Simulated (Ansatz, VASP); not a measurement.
Two plane-wave programs on GaP

```
CELL_PARAMETERS angstrom
3.22344 0.00000 0.00000
0.00000 3.22344 0.00000
0.00000 0.00000 3.22344
ATOMIC_POSITIONS crystal
Ga 0.50000 0.50000 0.50000
P 0.00000 0.00000 0.00000
```

Alike in both runs: functional PBE; k mesh 6 × 6 × 6; occupations gaussian, width 0.1 eV; no spin polarisation.

Ansatz relaxed the structure, and its values are those at the end. VASP's run is a single point on that final structure, the one shown.

```csv
,VASP,Ansatz
version,VASP 6.6.1,Ansatz 0.2.0
potentials or method,"VASP PAW PBE potentials, release 64 (Ga_d, P), cutoff 520 eV","scalar-relativistic, plane waves, PAW"
valence electrons in the cell,18,18
```

|  | VASP | Ansatz | Ansatz less VASP |
| --- | --- | --- | --- |
| gap on the k mesh at the Fermi level (eV) | none | none | - |
| pressure (GPa) | 0.0 | 0.0 | -0.05 |

A gap of «none» marks a metal or a gap that the smearing closes.
